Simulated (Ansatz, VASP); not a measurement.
**One calculation of Mg, two programs**

INCAR

```
SYSTEM = Mg
PREC = Accurate
ENCUT = 520
EDIFF = 1E-6
ISMEAR = -1
SIGMA = 0.1
LREAL = .False.
LASPH = .True.
NELM = 80
ALGO = Normal
ISIF = 2
LWAVE = .False.
LCHARG = .False.
GGA = RE
NBANDS = 7
```

The input KPOINTS:

```
Automatic mesh
0
Gamma
  14 14 14
  0 0 0
```

File POSCAR:

```
Mg
1.0
   -1.8056528772      1.8056528772      1.8056528772
    1.8056528772     -1.8056528772      1.8056528772
    1.8056528772      1.8056528772     -1.8056528772
Mg
1
Direct
    0.0000000000      0.0000000000      0.0000000000
```

Input for Ansatz:

```yaml
crystal:
  lattice:
    - [-1.8056528772, 1.8056528772, 1.8056528772]
    - [1.8056528772, -1.8056528772, 1.8056528772]
    - [1.8056528772, 1.8056528772, -1.8056528772]
  atoms:
    - { symbol: Mg, position: [0.0, 0.0, 0.0] }
hamiltonian:
  xc: revpbe
  pseudopotentials:
    kind: paw
    azcp:
      Mg: "pseudopotentials/Mg.paw.azcp"
basis:
  ecutwfc: 420
  fft_grid_basis: typed
kpoints:
  mp_grid: { grid: [14, 14, 14], shift: [0, 0, 0] }
magnetization:
  spin_polarized: false
scf:
  occupations: { method: fermi_dirac, width: 0.1 }
  lower_state_search: "off"
output:
  stress: true
```

Alike in both runs: task single point; functional revPBE; k mesh 14 × 14 × 14; occupations fermi-dirac, width 0.1 eV; no spin polarisation.

|  | VASP | Ansatz |
| --- | --- | --- |
| version | VASP 6.6.1 | Ansatz 0.2.0 |
| potentials or method | VASP PAW PBE potentials, release 64 (Mg), cutoff 520 eV | plane waves (420 eV) with PAW, scalar-relativistic |
| valence electrons in the cell | 2 | 10 |

Ansatz gave:

```
pressure (GPa) : 0.0
```

Question: Which values does VASP return?

Answer: Pressure (GPa): -0.2.

VASP's potentials were made for PBE, not for revPBE. With one functional, cell and mesh, what is left measures potentials, basis and numerics. VASP's potentials hold 2 valence electrons a cell and Ansatz's 10, so a difference there can come from the potentials and not from the codes.
